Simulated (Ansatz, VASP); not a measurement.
Ti in VASP and in Ansatz

```
Ti
1.0
     2.96097    0.00000    0.00000
    -1.48048    2.56427    0.00000
     0.00000    0.00000    4.68779
Ti
2
Direct
  0.33333 0.66667 0.25000
  0.66667 0.33333 0.75000
```

Alike in both runs: functional BLYP; k mesh 12 × 12 × 7; occupations fermi-dirac, width 0.05 eV; collinear spin.

Ansatz relaxed the structure, and its values are those at the end. VASP's run is a single point on that final structure, the one shown.

|  | VASP | Ansatz |
| --- | --- | --- |
| version | VASP 6.6.1 | Ansatz 0.2.0 |
| potentials or method | VASP PAW PBE potentials, release 64 (Ti_sv), cutoff 520 eV | plane waves (420 eV) with PAW, scalar-relativistic |
| valence electrons in the cell | 24 | 24 |

|  | VASP | Ansatz | Ansatz less VASP |
| --- | --- | --- | --- |
| pressure (GPa) | 0.0 | 0.0 | +0.03 |
| net moment per atom (μB) | 0.00 | 0.00 | 0.000 |

VASP's potentials were made for PBE, not for BLYP. Ansatz's warnings: seeded moment not kept.
